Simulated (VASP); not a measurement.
# BaAl15O24 (a cell with a defect) in VASP: single point with PBE

Aim: the single point of BaAl15O24 (a cell with a defect) with PBE.

Everything below comes from runs of VASP 6.6.1. Logs are shortened: lines on timing, memory, paths and dates and some standing lists are left out, and cuts for length are marked.

**1. The cell of the first run**

The cell holds a defect, 40 atoms: a = 6.953 Å, b = 8.667 Å, c = 8.588 Å, α = 47.52°, β = 66.83°, γ = 65.64°.

**2. Single point, PBE**

File INCAR:

```
SYSTEM = BaAl15O24
PREC = Accurate
ENCUT = 520
EDIFF = 1E-7
ISMEAR = -1
SIGMA = 0.01
LREAL = Auto
LASPH = .True.
NELM = 100
ALGO = Normal
ISIF = 2
LWAVE = .False.
LCHARG = .False.
GGA = PE
NBANDS = 126
NELECT = 200.0
```

File KPOINTS:

```
Automatic mesh
0
Gamma
  3 3 3
  0 0 0
```

File POSCAR:

```
BaAl15O24
1.0
    0.0000000000      4.8469330000      4.9854040000
    7.0899410000      0.0000000000      4.9854040000
    7.0899410000      4.8469330000      0.0000000000
Ba Al O
1 15 24
Direct
    0.9674066484      0.0633375612      0.2747710455
    0.4444018332      0.5884102514      0.8039314678
    0.0545111908      0.4170713938      0.1944642853
    0.5587600276      0.9125962906      0.7031070717
    0.3404446550      0.2015051602      0.9046181987
    0.8389170025      0.6694300994      0.4266627676
    0.1669612976      0.7882264669      0.0910388304
    0.6614695559      0.3046047307      0.5789036740
    0.5492439957      0.4205401439      0.1886465676
    0.0565116104      0.9206485753      0.6936793050
    0.4420890595      0.0793601684      0.3125395347
    0.9437935073      0.5951551934      0.7977422909
    0.1658566665      0.2923346106      0.5924427057
    0.6683150939      0.7991654420      0.0897256489
    0.3460732651      0.6779390935      0.4203844959
    0.8184840863      0.1952084186      0.9097624389
    0.7670370845      0.3503921230      0.3205185808
    0.2812391060      0.8413895885      0.8183179285
    0.1195438475      0.3677883174     -0.0213908525
    0.5975605123      0.8209810051      0.5234679059
    0.0565726380      0.5027434474      0.3380540251
    0.5703927981      0.0282778231      0.8264746561
    0.5585750351      0.3402670128      0.8112060271
    0.0977082791      0.7346437845      0.3586702843
    0.6633109465      0.2095976992      0.1322371051
    0.2340736373      0.7045004258      0.6414192236
    0.4376188391      0.1820856688      0.4721068648
    0.9260315458      0.6881223494      0.9808436999
    0.4111892241      0.9743636931      0.1862487302
    0.9174963819      0.4562441555      0.6991884720
    0.9199199295      0.1631680832      0.6907230523
    0.4404071193      0.6719632464      0.1673353805
    0.1468473304      0.0913685106      0.9146020784
    0.6406280726      0.6021431894      0.4042630328
    0.3313265229      0.4441871709      0.0883865532
    0.8475051664      0.8871650803      0.6397982453
    0.8467853813      0.8957410134      0.1142876390
    0.3512236641      0.3899589235      0.6029333993
    0.1614412432      0.1241701241      0.4104144721
    0.6523261993      0.6032039646      0.8974731676
```

Potentials or basis: VASP PAW PBE potentials, release 64 (Ba_sv, Al, O).

Command:

```
cat potpaw_PBE.64/Ba_sv/POTCAR potpaw_PBE.64/Al/POTCAR potpaw_PBE.64/O/POTCAR > POTCAR
mpirun -np 1 vasp_std > vasp.out
```

OUTCAR:

```text
SYSTEM = BaAl15O24
   PREC = Accurate
   ENCUT = 520
   EDIFF = 1E-7
   ISMEAR = -1
   LREAL = Auto
   LASPH = .True.
   NELM = 100
   ISIF = 2
   GGA = PE
   NELECT = 200.0

 ion  position               nearest neighbor table
   1  0.967  0.063  0.275-  24 2.25  25 2.30  36 2.32  19 2.38  39 2.47  17 2.51  33 2.72  29 2.77
                             3 2.93  16 2.99   5 3.03  37 3.05  15 3.06  26 3.10  20 3.11   6 3.12
   2  0.444  0.588  0.804-  35 1.82  26 1.90  23 1.93  40 1.99  20 2.05  18 2.08   4 2.70   9 2.84
                            10 2.90  16 3.09  15 3.13   6 3.17   5 3.18   3 3.20
   3  0.055  0.417  0.194-  35 1.81  21 1.83  28 1.85  39 1.90  17 1.98  19 2.02  11 2.91  12 2.93
                             1 2.93   7 3.07  14 3.09  13 3.14   8 3.17   2 3.20
   4  0.559  0.913  0.703-  36 1.82  27 1.88  22 1.92  18 1.93  40 1.94  20 2.06   2 2.70  12 2.83
                            11 2.94  14 3.09  13 3.10   8 3.11   7 3.18   1 3.41
   5  0.340  0.202  0.905-  19 1.87  33 1.89  38 1.90  23 1.91  29 1.92  22 1.95   8 2.64  13 2.86
                            14 2.95   1 3.03  12 3.18   2 3.18  11 3.20  16 3.32   7 3.34  15 3.34
   6  0.839  0.669  0.427-  34 1.82  24 1.86  30 1.88  21 1.93  20 1.95  37 1.98   7 2.71  13 2.83
                            14 2.87   8 3.10   1 3.12  12 3.13   2 3.17  11 3.25  16 3.33
   7  0.167  0.788  0.091-  32 1.89  24 1.90  33 1.92  18 1.93  37 2.01  21 2.10   6 2.71  15 2.93
                             9 3.01  16 3.04   3 3.07  10 3.10   4 3.18   1 3.28   5 3.34
   8  0.661  0.305  0.579-  17 1.84  34 1.89  31 1.90  38 1.94  22 1.99  23 2.03   5 2.64  15 2.77
                            16 2.85   6 3.10   4 3.11   9 3.12  10 3.12   3 3.17   1 3.88
   9  0.549  0.421  0.189-  40 1.86  32 1.89  17 1.90  35 1.90  27 1.96  25 1.98  11 2.72   2 2.84
[... 25 lines left out ...]
  27  0.438  0.182  0.472-   4 1.88   9 1.96  13 1.96  11 2.06
  28  0.926  0.688  0.981-   3 1.85  14 1.87  10 2.00  12 2.15
  29  0.411  0.974  0.186-   5 1.92  11 1.93  15 2.03  14 2.12   1 2.77
  30  0.917  0.456  0.699-   6 1.88  16 1.91  12 1.97  13 2.08
  31  0.920  0.163  0.691-   8 1.90  16 1.90  10 1.90  13 2.01
  32  0.440  0.672  0.167-   9 1.89   7 1.89  14 1.95  15 2.04
  33  0.147  0.091  0.915-   5 1.89   7 1.92  13 2.02  16 2.09   1 2.72
  34  0.641  0.602  0.404-   6 1.82  15 1.85   8 1.89  14 1.97
  35  0.331  0.444  0.088-   3 1.81   2 1.82   9 1.90  11 2.29
  36  0.848  0.887  0.640-   4 1.82  12 1.84  10 1.86   1 2.32
  37  0.847  0.896  0.114-  16 1.89  14 1.89   6 1.98   7 2.01   1 3.05
  38  0.351  0.390  0.603-  15 1.84  13 1.87   5 1.90   8 1.94
  39  0.161  0.124  0.410-  11 1.79  10 1.85   3 1.90   1 2.47
  40  0.652  0.603  0.897-  12 1.86   9 1.86   4 1.94   2 1.99

  LATTYP: Found a face centered orthorhombic cell.
 ALAT       =     9.6938660000
 B/A-ratio  =     1.0285687877
 C/A-ratio  =     1.4627685177

  Lattice vectors:

 A1 = (  -7.0899410000,   0.0000000000,  -4.9854040000)
 A2 = (  -7.0899410000,   4.8469330000,   0.0000000000)
 A3 = (   0.0000000000,   4.8469330000,  -4.9854040000)

Analysis of symmetry for initial positions (statically):
=====================================================================
 Subroutine PRICEL returns:
[... 206 lines left out ...]
   IMIX   =      4    mixing-type and parameters
     AMIX     =   0.40;   BMIX     =  1.00
     AMIX_MAG =   1.60;   BMIX_MAG =  1.00
  volume/ion in A,a.u.               =       8.57        57.81
  Fermi-wavevector in a.u.,A,eV,Ry     =   1.368164  2.585455 25.468375  1.871873
  Thomas-Fermi vector in A             =   2.494152
   LORBIT       =      0    0 simple, 1 ext, 2 COOP (PROOUT), +10 PAW based schemes
   GGA     = PE    functional components
   LHFCALC =     F    Hartree Fock is set to
   AEXX    =    0.0000 exact exchange contribution
   IVDW    =     0    specifies the selected vdW correction
   LEPSILON=     F    determine dielectric tensor
   LRPA    =     F    only Hartree local field effects (RPA)
 non-spin polarized calculation
  energy-cutoff  :      520.00
  volume of cell :      342.64
 maximum number of plane-waves:      9246
 NGX is ok and might be reduce to    54
   NGX = 25   NGY = 33   NGZ = 31

 number of electron     199.9999993 magnetization

 Free energy of the ion-electron system (eV)
  ---------------------------------------------------
  ext. energy  EPLUGINS =         0.00000000
  ---------------------------------------------------
  free energy    TOTEN  =      -277.33031067 eV

  energy without entropy =     -277.33031067  energy(sigma->0) =     -277.33031067

 E-fermi :   7.6523     XC(G=0): -11.9077

 val. band max:        7.4148233124   @ k =   0.0000   0.0000   0.0000
 cond. band min:      11.9129391793   @ k =   0.0000   0.0000   0.0000
 fundamental gap:      4.4981158669
 Fermi energy:         7.6522604344

 k-point     1 :       0.0000    0.0000    0.0000
  band No.  band energies     occupation
      1     -17.0262      2.00000
      2     -12.8832      2.00000
      3     -11.8889      2.00000
      4     -11.5859      2.00000
      5     -11.5266      2.00000
      6     -11.3608      2.00000
[... 1599 lines left out ...]
    111      15.6079      0.00000
    112      15.7994      0.00000
 [bands above 112 left out]

------------------------ aborting loop because EDIFF is reached ----------------------------------------

  FORCE on cell =-STRESS in cart. coord.  units (eV):
  Direction    XX          YY          ZZ          XY          YZ          ZX
  --------------------------------------------------------------------------------------
  -------------------------------------------------------------------------------------
  Total       48.3939459     48.3930363     47.0860959     -3.9777715     -4.0303336      6.5376022
  in kB      226.2880529    226.2837999    220.1726016    -18.5998919    -18.8456702     30.5695528
  external PRESSURE =     224.2481515 kB  Pullay stress =       0.0000000 kB

 VOLUME and BASIS-vectors are now :
 -----------------------------------------------------------------------------
  energy-cutoff  :      520.00
  volume of cell :      342.64
      direct lattice vectors                 reciprocal lattice vectors
     0.000000000  4.846933000  4.985404000    -0.070522449  0.103158018  0.100292775
     7.089941000  0.000000000  4.985404000     0.070522449 -0.103158018  0.100292775
     7.089941000  4.846933000  0.000000000     0.070522449  0.103158018 -0.100292775

 POSITION                                       TOTAL-FORCE (eV/Angst)
 -----------------------------------------------------------------------------------
      2.39717      6.02075      5.13868        -0.001278     -0.024869      0.191813
      9.87162      6.05059      5.14899        -0.018313      0.020893     -0.004585
      4.33575      1.20677      2.35103         0.017986      0.010458      0.046432
     11.45524      6.11619      7.33531         0.016168      0.023675      0.005902
      7.84235      6.03474      2.70184         0.013391     -0.017623      0.051378
      7.77123      6.13418      7.51972        -0.014055      0.029965     -0.006512
[... 32 lines left out ...]
      3.79017      2.77175      1.42389         0.097799      0.066927      0.071513
     10.63971      7.51177      6.25933        -0.003680     -0.007366     -0.010051
 -----------------------------------------------------------------------------------
    total drift:                               -0.009465      0.005974     -0.006296

  FREE ENERGIE OF THE ION-ELECTRON SYSTEM (eV)
  ---------------------------------------------------
  free  energy   TOTEN  =      -277.3303106664 eV

  energy  without entropy=     -277.3303106664  energy(sigma->0) =     -277.33031067
```

It took 16 min on 1 thread of Intel Xeon 6975P-C (Granite Rapids), shared host; peak memory 0.72 GiB.

What came out:

```
Free energy   : -277.3303 eV
Largest force : 0.497 eV/Å
```

Forces on the atoms (eV/Å):
```
Ba  -0.001 -0.025  0.192
Al  -0.018  0.021 -0.005
Al   0.018  0.010  0.046
Al   0.016  0.024  0.006
Al   0.013 -0.018  0.051
Al  -0.014  0.030 -0.007
Al  -0.038  0.004 -0.026
Al  -0.001 -0.006 -0.012
Al   0.008 -0.033 -0.010
Al   0.006 -0.001 -0.017
Al   0.010 -0.013 -0.010
Al   0.009  0.001 -0.005
Al  -0.006 -0.011  0.033
Al  -0.011  0.000  0.009
Al  -0.016  0.031 -0.032
Al  -0.007 -0.047 -0.004
O    0.140 -0.044  0.016
O    0.026 -0.011  0.009
O    0.009 -0.043  0.227
O   -0.018  0.021 -0.014
O    0.000 -0.010  0.001
O    0.022  0.008 -0.012
O   -0.006 -0.011 -0.003
O   -0.380  0.216 -0.237
O   -0.011 -0.354 -0.088
O   -0.002  0.002  0.011
O    0.012 -0.004 -0.013
O    0.008 -0.004  0.000
O   -0.035  0.012  0.004
O   -0.009 -0.006 -0.002
O   -0.003  0.017 -0.003
O    0.020  0.015  0.015
O   -0.037  0.000 -0.004
O    0.012 -0.024  0.016
O    0.027  0.011 -0.009
O    0.175  0.181 -0.189
O   -0.011 -0.008  0.006
O   -0.001  0.008 -0.003
O    0.098  0.067  0.072
O   -0.004 -0.007 -0.010
```

Levels at points of the mesh, in eV from the Fermi level:
```tsv
k point	band 96	band 97	band 98	band 99	band 100	band 101	band 102	band 103	band 104	band 105
(0.00, 0.00, 0.00)	-1.36	-0.98	-0.75	-0.42	-0.24	4.26	6.31	6.52	6.80	7.03
```

Caveat: the cell carries a net charge on a neutralising background, which shifts energy and pressure; the cell is charged against a uniform background, so pressure and absolute levels hang on convention; spin-orbit coupling is left out, which moves the levels of the heavy elements.
